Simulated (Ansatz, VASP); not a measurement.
## One calculation of Mo, two programs

```
Mo
1.0
    -1.58022    1.51701    1.58022
     1.58022   -1.51701    1.58022
     1.58022    1.51701   -1.58022
Mo
1
Direct
  0.00000 0.00000 0.00000
```

Change from the starting cell: strain -0.0400 x Voigt [0, 1, 0, 0, 0, 0], atoms carried along.

Alike in both runs: task single point; functional PBE; k mesh 26 × 26 × 26; occupations gaussian, width 0.15 eV; no spin polarisation.

|  | VASP | Ansatz |
| --- | --- | --- |
| version | VASP 6.6.1 | Ansatz 0.2.0 |
| potentials or method | VASP PAW PBE potentials, release 64 (Mo_sv), cutoff 520 eV | scalar-relativistic, plane waves, PAW |
| valence electrons in the cell | 14 | 14 |

Ansatz gave:

| Property | Result |
| --- | --- |
| gap on the k mesh at the Fermi level (eV) | none |
| pressure (GPa) | 11.9 |
| traceless stress, the component that is largest in VASP (GPa) | 9.29 |

Question: Which values does VASP return?

Answer: gap on the k mesh at the Fermi level (eV): none; pressure (GPa): 12.5; traceless stress, the component that is largest in VASP (GPa): 9.29.

A gap of «none» marks a metal or a gap that the smearing closes. With one functional, cell and mesh, what is left measures potentials, basis and numerics.
